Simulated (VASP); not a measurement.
# Tl (P6_3/mmc) in VASP: further runs

Runs on Tl. Level: PBE+D3(BJ). Tasks: single point.

Everything below comes from runs of VASP 6.6.1. Logs are shortened: lines on timing, memory, paths and dates and some standing lists are left out, and cuts for length are marked.

### 1 The cell of the first run

It takes space group P6_3/mmc (No. 194, hexagonal). Conventional cell: a = 3.456 Å, b = 3.456 Å, c = 11.350 Å, α = 90.00°, β = 90.00°, γ = 120.00°. Tl (site symmetry -3m) has 12 Tl at 3.46 to 3.47 Å within 4.5 Å. Tl (site symmetry -6m2) has 12 Tl at 3.46 to 3.47 Å within 4.5 Å.

### 2 Single point, PBE+D3(BJ)

INCAR

```
PREC = Accurate
ENCUT = 520
EDIFF = 1E-7
ISMEAR = 0
SIGMA = 0.1
LREAL = F
LASPH = T
NELM = 100
ALGO = Normal
ISIF = 2
LWAVE = F
LCHARG = F
GGA = PE
IVDW = 12
NBANDS = 34
```

KPOINTS

```
Automatic mesh
0
Gamma
  18 18 6
```

POSCAR

```
Tl
1.0
    3.4563066890      0.0000000000      0.0000000000
   -1.7281533445      2.9932493959      0.0000000000
    0.0000000000      0.0000000000     11.3499826864
Tl
4
Direct
    0.0000000000      0.0000000000      0.0000000000
    0.3333333333      0.6666666667      0.2500000000
    0.0000000000      0.0000000000      0.5000000000
    0.6666666667      0.3333333333      0.7500000000
```

Potentials or basis: VASP PAW PBE potentials, release 64 (Tl_d).

Started as:

```console
$ cat potpaw_PBE.64/Tl_d/POTCAR > POTCAR
$ mpirun -np 1 vasp_std > vasp.out
```

OUTCAR:

```text
PREC = Accurate
   ENCUT = 520
   EDIFF = 1E-7
   ISMEAR = 0
   LREAL = F
   LASPH = T
   NELM = 100
   ISIF = 2
   GGA = PE
   IVDW = 12
 IVDW          = 12

 ion  position               nearest neighbor table
   1  0.000  0.000  0.000-   2 3.47   4 3.47   2 3.47   4 3.47   4 3.47   2 3.47
   2  0.333  0.667  0.250-   1 3.47   3 3.47   1 3.47   3 3.47   1 3.47   3 3.47
   3  0.000  0.000  0.500-   2 3.47   4 3.47   2 3.47   4 3.47   4 3.47   2 3.47
   4  0.667  0.333  0.750-   1 3.47   3 3.47   1 3.47   3 3.47   1 3.47   3 3.47

  LATTYP: Found a hexagonal cell.
 ALAT       =     3.4563066890
 C/A-ratio  =     3.2838470968

  Lattice vectors:

 A1 = (   3.4563066890,   0.0000000000,   0.0000000000)
 A2 = (  -1.7281533445,   2.9932493959,   0.0000000000)
 A3 = (   0.0000000000,   0.0000000000,  11.3499826864)

Analysis of symmetry for initial positions (statically):
=====================================================================
 Subroutine PRICEL returns:
 Original cell was already a primitive cell.

 Routine SETGRP: Setting up the symmetry group for a
 hexagonal supercell.

 Subroutine GETGRP returns: Found 24 space group operations
 (whereof 12 operations were pure point group operations)
 out of a pool of 24 trial point group operations.

The static configuration has the point symmetry D_3d.
 The point group associated with its full space group is D_6h.

Analysis of symmetry for dynamics (positions and initial velocities):
=====================================================================
 Subroutine PRICEL returns:
 Original cell was already a primitive cell.

 Routine SETGRP: Setting up the symmetry group for a
 hexagonal supercell.

 Subroutine GETGRP returns: Found 24 space group operations
 (whereof 12 operations were pure point group operations)
 out of a pool of 24 trial point group operations.

The dynamic configuration has the point symmetry D_3d.
 The point group associated with its full space group is D_6h.

 Subroutine INISYM returns: Found 24 space group operations
 (whereof 12 operations are pure point group operations),
 and found     1 'primitive' translations

----------------------------------------------------------------------------------------

                                     Primitive cell

  volume of cell :     117.4222

  direct lattice vectors                    reciprocal lattice vectors
     3.456306689  0.000000000  0.000000000     0.289326177  0.167042546  0.000000000
    -1.728153344  2.993249396  0.000000000     0.000000000  0.334085092  0.000000000
     0.000000000  0.000000000 11.349982686     0.000000000  0.000000000  0.088105861

  length of vectors
     3.456306689  3.456306689 11.349982686     0.334085092  0.334085092  0.088105861

  position of ions in fractional coordinates (direct lattice)
     0.000000000  0.000000000  0.000000000
     0.333333333  0.666666667  0.250000000
     0.000000000  0.000000000  0.500000000
     0.666666667  0.333333333  0.750000000

  ion indices of the primitive-cell ions
   primitive index   ion index
                 1           1
                 2           2
                 3           3
                 4           4

----------------------------------------------------------------------------------------

 KPOINTS: Automatic mesh

Automatic generation of k-mesh.
 Grid dimensions read from file:
 generate k-points for:   18   18    6

 Generating k-lattice:

  Cartesian coordinates                     Fractional coordinates (reciprocal lattice)
     0.016073676  0.009280141  0.000000000     0.055555556 -0.000000000  0.000000000
     0.000000000  0.018560283  0.000000000     0.000000000  0.055555556  0.000000000
     0.000000000  0.000000000  0.014684310     0.000000000  0.000000000  0.166666667

  Length of vectors
     0.018560283  0.018560283  0.014684310

  Shift w.r.t. Gamma in fractional coordinates (k-lattice)
     0.000000000  0.000000000  0.000000000

 Subroutine IBZKPT returns following result:
 ===========================================

 Found    148 irreducible k-points:

 Following reciprocal coordinates:
            Coordinates               Weight
  0.000000  0.000000  0.000000      1.000000
  0.055556  0.000000  0.000000      6.000000
  0.111111  0.000000  0.000000      6.000000
  0.166667  0.000000  0.000000      6.000000
  0.222222  0.000000  0.000000      6.000000
  0.277778  0.000000  0.000000      6.000000
[... 16 lines left out ...]
  0.333333  0.111111  0.000000     12.000000
  0.388889  0.111111  0.000000     12.000000
 [... further k-points ...]
   k-points           NKPTS =    148   k-points in BZ     NKDIM =    148   number of bands    NBANDS=     34
   number of dos      NEDOS =    301   number of ions     NIONS =      4
   total plane-waves  NPLWV =  65856
   dimension x,y,z NGX =    28 NGY =   28 NGZ =   84
   dimension x,y,z NGXF=    56 NGYF=   56 NGZF=  168
   ions per type =               4
   NGX,Y,Z   is equivalent  to a cutoff of  13.47, 13.47, 12.30 a.u.
   NGXF,Y,Z  is equivalent  to a cutoff of  26.94, 26.94, 24.61 a.u.
 SYSTEM =  unknown system
   PREC   = accura    normal or accurate (medium, high low for compatibility)
   ISTART =      0    job   : 0-new  1-cont  2-samecut
   ICHARG =      2    charge: 1-file 2-atom 10-const
   ISPIN  =      1    spin polarized calculation?
   LNONCOLLINEAR =      F non collinear calculations
   LSORBIT =      F    spin-orbit coupling
   LASPH  =      T    aspherical Exc in radial PAW
   ENCUT  =  520.0 eV  38.22 Ry    6.18 a.u.   6.43  6.43 21.10*2*pi/ulx,y,z
   NELM   =    100;   NELMIN=  2; NELMDL= -5     # of ELM steps
   EDIFF  = 0.1E-06   stopping-criterion for ELM
   LREAL  =      F    real-space projection
   EDIFFG = 0.1E-05   stopping-criterion for IOM
   NSW    =      0    number of steps for IOM
   IBRION =     -1    ionic relax: 0-MD 1-quasi-New 2-CG
   NFREE  =      0    steps in history (QN), initial steepest desc. (CG)
   ISIF   =      2    stress and relaxation
   ISYM   =      2    0-nonsym 1-usesym 2-fastsym
   POTIM  = 0.5000    time-step for ionic-motion
   TEBEG  =    0.0;   TEEND  =   0.0 temperature during run
   PSTRESS=    0.0 pullay stress
   NELECT =      52.0000    total number of electrons
   NUPDOWN=      -1.0000    fix difference up-down
   EMIN   =  10.00;   EMAX   =-10.00  energy-range for DOS
   EFERMI =   0.00;   METHOD = LEGACY
   ISMEAR =     0;   SIGMA  =   0.10  broadening in eV -4-tet -1-fermi 0-gaus
   EFERMI_NEDOS =   21; number of points for ismear=-14 and -15
   IALGO  =     38    algorithm
   IMIX   =      4    mixing-type and parameters
     AMIX     =   0.40;   BMIX     =  1.00
     AMIX_MAG =   1.60;   BMIX_MAG =  1.00
  volume/ion in A,a.u.               =      29.36       198.10
  Fermi-wavevector in a.u.,A,eV,Ry     =   1.247841  2.358077 21.185720  1.557106
  Thomas-Fermi vector in A             =   2.381955
   LORBIT       =      0    0 simple, 1 ext, 2 COOP (PROOUT), +10 PAW based schemes
   GGA     = PE    functional components
   LHFCALC =     F    Hartree Fock is set to
   AEXX    =    0.0000 exact exchange contribution
   IVDW    =    12    specifies the selected vdW correction
   LEPSILON=     F    determine dielectric tensor
   LRPA    =     F    only Hartree local field effects (RPA)
 non-spin polarized calculation
 Gauss-broadening in eV      SIGMA  =   0.10
  energy-cutoff  :      520.00
  volume of cell :      117.42
 maximum number of plane-waves:      3196
 NGX is ok and might be reduce to    28
   NGX = 13   NGY = 13   NGZ = 43

 number of electron      52.0000003 magnetization

 Free energy of the ion-electron system (eV)
  ---------------------------------------------------
  ext. energy  EPLUGINS =         0.00000000
  ---------------------------------------------------
  free energy    TOTEN  =        -8.80082436 eV

  energy without entropy =       -8.78864048  energy(sigma->0) =       -8.79473242

 E-fermi :   6.2827     XC(G=0): -10.0617

 val. band max:        6.2772221039   @ k =   0.2778   0.2222   0.1667
 cond. band min:       6.2856219426   @ k =   0.2778   0.2222   0.3333
 fundamental gap:      0.0083998387
 Fermi energy:         6.2826559020

 k-point     1 :       0.0000    0.0000    0.0000
  band No.  band energies     occupation
      1      -5.4613      2.00000
      2      -5.3612      2.00000
      3      -5.3435      2.00000
      4      -5.2811      2.00000
      5      -5.2776      2.00000
      6      -5.2776      2.00000
[... 26 lines left out ...]
     33      15.3539      0.00000
     34      16.3240      0.00000

 k-point     2 :       0.0556    0.0000    0.0000
  band No.  band energies     occupation
      1      -5.4493      2.00000
      2      -5.3529      2.00000
      3      -5.3406      2.00000
      4      -5.2808      2.00000
      5      -5.2774      2.00000
      6      -5.2670      2.00000
[... 26 lines left out ...]
     33      15.1725      0.00000
     34      15.8479      0.00000

 k-point     3 :       0.1111    0.0000    0.0000
  band No.  band energies     occupation
      1      -5.4221      2.00000
      2      -5.3411      2.00000
      3      -5.3397      2.00000
      4      -5.2834      2.00000
      5      -5.2739      2.00000
      6      -5.2668      2.00000
[... 26 lines left out ...]
     33      14.7191      0.00000
     34      14.9210      0.00000
[... 704 lines left out ...]
 k-point    23 :       0.3333    0.1111    0.0000
  band No.  band energies     occupation
      1      -5.5101      2.00000
      2      -5.4543      2.00000
      3      -5.4229      2.00000
      4      -5.3908      2.00000
      5      -5.3546      2.00000
      6      -5.2775      2.00000
[... 26 lines left out ...]
     33      11.1095      0.00000
     34      12.2324      0.00000

 k-point    24 :       0.3889    0.1111    0.0000
  band No.  band energies     occupation
      1      -5.5304      2.00000
      2      -5.4824      2.00000
      3      -5.4351      2.00000
      4      -5.4019      2.00000
      5      -5.3751      2.00000
      6      -5.2958      2.00000
[... 26 lines left out ...]
     33      10.7089      0.00000
     34      12.5856      0.00000

 [... further k-points ...]

------------------------ aborting loop because EDIFF is reached ----------------------------------------

 Edisp (eV)   -1.33429

 E8    (eV) :    -0.6976

  FORCE on cell =-STRESS in cart. coord.  units (eV):
  Direction    XX          YY          ZZ          XY          YZ          ZX
  --------------------------------------------------------------------------------------
  -------------------------------------------------------------------------------------
  Total       0.00829     0.00829    -0.14437     0.00000     0.00000     0.00000
  in kB       0.11308     0.11308    -1.96985     0.00000     0.00000     0.00000
  external pressure =       -0.58 kB  Pullay stress =        0.00 kB

 VOLUME and BASIS-vectors are now :
 -----------------------------------------------------------------------------
  energy-cutoff  :      520.00
  volume of cell :      117.42
      direct lattice vectors                 reciprocal lattice vectors
     3.456306689  0.000000000  0.000000000     0.289326177  0.167042546  0.000000000
    -1.728153344  2.993249396  0.000000000     0.000000000  0.334085092  0.000000000
     0.000000000  0.000000000 11.349982686     0.000000000  0.000000000  0.088105861

 POSITION                                       TOTAL-FORCE (eV/Angst)
 -----------------------------------------------------------------------------------
      0.00000      0.00000      0.00000         0.000000      0.000000     -0.000000
     -0.00000      1.99550      2.83750        -0.000000     -0.000000      0.000000
      0.00000      0.00000      5.67499         0.000000      0.000000     -0.000000
      1.72815      0.99775      8.51249         0.000000      0.000000     -0.000000
 -----------------------------------------------------------------------------------
    total drift:                                0.000000     -0.000000      0.000000

  FREE ENERGIE OF THE ION-ELECTRON SYSTEM (eV)
  ---------------------------------------------------
  free  energy   TOTEN  =       -10.1351122297 eV

  energy  without entropy=      -10.1229283434  energy(sigma->0) =      -10.12902029
```

Run time: 5.1 min. Hardware: 1 thread of Intel Xeon Platinum 8488C (Sapphire Rapids), shared host; peak memory 0.54 GiB.

Results:

```yaml
Free_energy: -10.1351 eV
Pressure: -0.1 GPa
Band_gap_on_the_k_mesh: zero (bands 26 and 27 overlap by 4.20 eV)
Dispersion_energy_per_atom: -0.334 eV
```

Stress tensor (GPa, compression positive):
```
 0.01  0.00  0.00
 0.00  0.01  0.00
 0.00  0.00 -0.20
```

Caveat: spin-orbit coupling is left out, which moves the levels of the heavy elements.

### 3 Single point, PBE+D3(BJ) (strain along c alone, the other axes held: +3.0 %)

INCAR

```
SYSTEM = Tl
PREC     = Accurate       ! precision mode
ENCUT    = 520            ! plane-wave cutoff, eV
EDIFF    = 1E-6           ! SCF threshold, eV
ISMEAR   = 0              ! smearing method
SIGMA    = 0.1            ! smearing width, eV
LREAL    = .False.        ! projectors in reciprocal space
LASPH    = .True.         ! aspherical terms in the spheres
NELM     = 100            ! most SCF steps
ALGO     = Normal         ! electronic algorithm
ISIF     = 2              ! what is computed and relaxed
LWAVE    = .False.        ! write WAVECAR
LCHARG   = .True.         ! write CHGCAR
GGA      = PE             ! functional
IVDW     = 12             ! dispersion correction
LELF     = .True.         ! ELF
LVHAR    = .True.       
NBANDS   = 34             ! bands
```

KPOINTS

```
Automatic mesh
0
Gamma
  18 18 6
  0 0 0
```

Changes to POSCAR since step 2:

```diff
@@ -4,3 +4,3 @@
    -1.7281533445      2.9932493959      0.0000000000
-    0.0000000000      0.0000000000     11.3499826864
+    0.0000000000      0.0000000000     11.6904821670
 Tl
```

Potentials or basis: VASP PAW PBE potentials, release 64 (Tl_d).

Started as:

```console
$ cat potpaw_PBE.64/Tl_d/POTCAR > POTCAR
$ mpirun -np 1 vasp_std > vasp.out
```

OUTCAR:

```text
SYSTEM = Tl
   PREC = Accurate
   ENCUT = 520
   EDIFF = 1E-6
   ISMEAR = 0
   LREAL = .False.
   LASPH = .True.
   NELM = 100
   ISIF = 2
   GGA = PE
   IVDW = 12
 IVDW          = 12

 ion  position               nearest neighbor table
   1  0.000  0.000  0.000-   2 3.54   4 3.54   2 3.54   4 3.54   4 3.54   2 3.54
   2  0.333  0.667  0.250-   1 3.54   3 3.54   1 3.54   3 3.54   1 3.54   3 3.54
   3  0.000  0.000  0.500-   2 3.54   4 3.54   2 3.54   4 3.54   4 3.54   2 3.54
   4  0.667  0.333  0.750-   1 3.54   3 3.54   1 3.54   3 3.54   1 3.54   3 3.54

  LATTYP: Found a hexagonal cell.
 ALAT       =     3.4563066890
[... 1094 lines left out ...]
  --------------------------------------------------------------------------------------
  -------------------------------------------------------------------------------------
  Total      -0.47665    -0.47665    -1.16724     0.00000     0.00000     0.00000
  in kB      -6.31424    -6.31424   -15.46259     0.00000     0.00000     0.00000
  external pressure =       -9.36 kB  Pullay stress =        0.00 kB

 VOLUME and BASIS-vectors are now :
 -----------------------------------------------------------------------------
  energy-cutoff  :      520.00
  volume of cell :      120.94
      direct lattice vectors                 reciprocal lattice vectors
     3.456306689  0.000000000  0.000000000     0.289326177  0.167042546  0.000000000
    -1.728153344  2.993249396  0.000000000     0.000000000  0.334085092  0.000000000
     0.000000000  0.000000000 11.690482167     0.000000000  0.000000000  0.085539671

 POSITION                                       TOTAL-FORCE (eV/Angst)
 -----------------------------------------------------------------------------------
      0.00000      0.00000      0.00000        -0.000000     -0.000000     -0.000000
     -0.00000      1.99550      2.92262         0.000000     -0.000000      0.000000
      0.00000      0.00000      5.84524        -0.000000     -0.000000     -0.000000
      1.72815      0.99775      8.76786        -0.000000      0.000000      0.000000
 -----------------------------------------------------------------------------------
    total drift:                                0.000000     -0.000000      0.000000

  FREE ENERGIE OF THE ION-ELECTRON SYSTEM (eV)
  ---------------------------------------------------
  free  energy   TOTEN  =       -10.1175800511 eV

  energy  without entropy=      -10.1057847650  energy(sigma->0) =      -10.11168241
```

It took 6.9 min on 1 thread of Intel Xeon Platinum 8488C (Sapphire Rapids), shared host; peak memory 0.55 GiB.

What came out:

```yaml
Free_energy: -10.1176 eV
Pressure: -0.9 GPa
Band_gap_on_the_k_mesh: zero (bands 26 and 27 overlap by 3.88 eV)
Dispersion_energy_per_atom: -0.324 eV
```

Levels at points of the mesh, in eV from the Fermi level:
```
           k point  band 22  band 23  band 24  band 25  band 26  band 27  band 28  band 29  band 30  band 31
(0.00, 0.00, 0.00)    -8.43    -8.42    -5.65    -2.78     2.43     2.44     8.27     8.27     9.11     9.11
(0.50, 0.00, 0.00)    -5.04    -4.64    -4.03    -2.44    -2.15    -0.54    -0.12     1.79     2.73     4.23
(0.00, 0.00, 0.50)    -9.37    -6.92    -6.92    -0.90    -0.90     6.26     6.26     8.51     8.51     8.51
(0.50, 0.00, 0.50)    -5.24    -4.42    -4.42    -1.76    -1.76    -1.10    -1.10     3.15     3.15     4.61
```

Caveat: the cell differs from its parent crystal (strain along c alone, the other axes held: +3.0 %); spin-orbit coupling is left out, which moves the levels of the heavy elements.

### 4 Single point, PBE+D3(BJ) (strain along c alone, the other axes held: +2.0 %)

INCAR

```
SYSTEM = Tl
ALGO = Normal
EDIFF = 1E-6
ENCUT = 520
GGA = PE
ISIF = 2
ISMEAR = 0
IVDW = 12
LASPH = .TRUE.
LCHARG = .FALSE.
LREAL = .FALSE.
LWAVE = .FALSE.
NBANDS = 34
NELM = 100
PREC = Accurate
SIGMA = 0.1
```

KPOINTS

```
k-points
0
G
  18 18 6
  0 0 0
```

Changes to POSCAR since step 3:

```diff
@@ -4,3 +4,3 @@
    -1.7281533445      2.9932493959      0.0000000000
-    0.0000000000      0.0000000000     11.6904821670
+    0.0000000000      0.0000000000     11.5769823401
 Tl
```

Started as:

```console
$ cat potpaw_PBE.64/Tl_d/POTCAR > POTCAR
$ mpirun -np 1 vasp_std > vasp.out
```

Wall time 6.8 min (1 thread of Intel Xeon Platinum 8488C (Sapphire Rapids), shared host); peak memory 0.54 GiB.

It converged, with:

- Free energy: -10.1267 eV
- Pressure: -0.7 GPa
- Band gap on the k mesh: zero (bands 26 and 27 overlap by 3.99 eV)
- Dispersion energy per atom: -0.327 eV

Stress tensor (GPa, compression positive):
```
-0.45  0.00  0.00
 0.00 -0.45  0.00
 0.00  0.00 -1.13
```

Levels at points of the mesh, in eV from the Fermi level:
```csv
k point,band 22,band 23,band 24,band 25,band 26,band 27,band 28,band 29,band 30,band 31
"(0.00, 0.00, 0.00)",-8.46,-8.44,-5.56,-2.79,2.58,2.59,8.23,8.23,9.09,9.09
"(0.50, 0.00, 0.00)",-5.07,-4.65,-4.02,-2.48,-2.18,-0.48,-0.06,1.81,2.76,4.18
"(0.00, 0.00, 0.50)",-9.42,-6.89,-6.89,-0.83,-0.83,6.50,6.50,8.47,8.47,8.47
"(0.50, 0.00, 0.50)",-5.27,-4.44,-4.44,-1.75,-1.75,-1.09,-1.09,3.23,3.23,4.57
```

Caveat: the cell differs from its parent crystal (strain along c alone, the other axes held: +2.0 %); spin-orbit coupling is left out, which moves the levels of the heavy elements.

### 5 Overview

```tsv
cell	gap on the mesh (eV)	pressure (GPa)
a = 3.456, b = 3.456, c = 11.350 Å, angles 90.0, 90.0, 120.0°, 4 atoms	none	-0.1
a = 3.456, b = 3.456, c = 11.690 Å, angles 90.0, 90.0, 120.0°, 4 atoms	none	-0.9
a = 3.456, b = 3.456, c = 11.577 Å, angles 90.0, 90.0, 120.0°, 4 atoms	none	-0.7
```

Alike in all rows: task single point; level PBE+D3(BJ); potentials or basis VASP PAW PBE potentials, release 64 (Tl_d); no spin polarisation; k mesh 18 × 18 × 6; cutoff (eV) 520; smearing gaussian 0.1 eV.

Caveats: spin-orbit coupling is left out, which moves the levels of the heavy elements.

Absolute energies hang on the potentials; compare differences alone.
